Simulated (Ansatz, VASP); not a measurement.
# AlW3: VASP beside Ansatz

The input INCAR:

```
SYSTEM = AlW3
  PREC = Accurate
  ENCUT = 600
  EDIFF = 1E-6
  ISMEAR = 0
  SIGMA = 0.1
  LREAL = .FALSE.
  LASPH = .TRUE.
  NELM = 100
  ALGO = Normal
  ISIF = 3
  LWAVE = .FALSE.
  LCHARG = .FALSE.
  GGA = PE
  IBRION = 2
  NSW = 90
  EDIFFG = -0.04
```

File KPOINTS:

```
Automatic mesh
0
G
  6 6 6
  0 0 0
```

File POSCAR:

```
AlW3
1.0
    0.0000000000      3.1539379987      3.1539379987
    3.1539379987      0.0000000000      3.1539379987
    3.1539379987      3.1539379987      0.0000000000
Al W
1 3
Direct
    0.0000000000      0.0000000000      0.0000000000
    0.2500000000      0.2500000000      0.2500000000
    0.7500000000      0.7500000000      0.7500000000
    0.5000000000      0.5000000000      0.5000000000
```

Input for Ansatz:

```yaml
crystal:
  lattice:
    - [0.0, 3.1539379987, 3.1539379987]
    - [3.1539379987, 0.0, 3.1539379987]
    - [3.1539379987, 3.1539379987, 0.0]
  atoms:
    - { symbol: Al, position: [0.0, 0.0, 0.0] }
    - { symbol: W, position: [0.25, 0.25, 0.25] }
    - { symbol: W, position: [0.75, 0.75, 0.75] }
    - { symbol: W, position: [0.5, 0.5, 0.5] }
basis:
  ecutwfc: 420
kpoints:
  mp_grid: { grid: [6, 6, 6] }
hamiltonian:
  xc: pbe
scf:
  occupations: { method: gaussian, width: 0.1 }
  lower_state_search: "off"
output:
  forces: true
  stress: true
  eigenvalues: true
relax:
  adjacent_minimum: "off"
  f_tol: 0.04
  max_steps: 70
  cell: { stress_tol: 0.4 }
```

Change from the starting cell: species swapped into the Na3Bi type (Fm-3m, No. 225).

Alike in both runs: task relaxation of cell and atoms; functional PBE; k mesh 6 × 6 × 6; occupations gaussian, width 0.1 eV; no spin polarisation.

|  | VASP | Ansatz |
| --- | --- | --- |
| version | VASP 6.6.1 | Ansatz 0.2.0 |
| potentials or method | VASP PAW PBE potentials, release 64 (Al, W_sv), cutoff 600 eV | scalar-relativistic, plane waves, PAW |
| valence electrons in the cell | 45 | 45 |

```tsv
	VASP	Ansatz	Ansatz less VASP
gap on the k mesh at the Fermi level, each at its own relaxed structure (eV)	none	none	-
relaxed volume (Å³/atom)	15.80	15.78	-0.019
relaxed length of the cell vector where the two differ most in proportion (Å)	4.471	4.469	-0.0018
```

A gap of «none» marks a metal or a gap that the smearing closes.

Neither program's run includes spin-orbit coupling.
